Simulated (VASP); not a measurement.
Here is a VASP 6.6.1 calculation.

File INCAR:

```
SYSTEM = Pb
PREC = Accurate ; ENCUT = 500
EDIFF = 1E-6 ; ISMEAR = -1
SIGMA = 0.15 ; LREAL = .False.
LASPH = .True. ; NELM = 120
ALGO = Normal ; ISIF = 2
LWAVE = .False. ; LCHARG = .False.
GGA = RP ; NBANDS = 13
GGA_COMPAT = .False.
```

The input KPOINTS:

```
regular mesh
0
Gamma
  8 8 8
  0 0 0
```

The input POSCAR:

```
Pb
1.0
   -1.9796595650      1.9796595650      1.9796595650
    1.9796595650     -1.9796595650      1.9796595650
    1.9796595650      1.9796595650     -1.9796595650
Pb
1
Direct
    0.0000000000      0.0000000000      0.0000000000
```

Potentials or basis: VASP PAW PBE potentials, release 64 (Pb_d).

Run with:

```bash
$ cat potpaw_PBE.64/Pb_d/POTCAR > POTCAR
$ mpirun -np 1 vasp_std > vasp.out
```

Question: What does it give for the pressure?

Answer: 2.9 GPa.

Question: What does it give for the band gap on the k mesh?

Answer: Zero (bands 7 and 8 overlap by 9.33 eV).

Caveat: the PAW data sets were made with another functional, which shifts forces and pressure a little; spin-orbit coupling is left out, which moves the levels of the heavy elements.
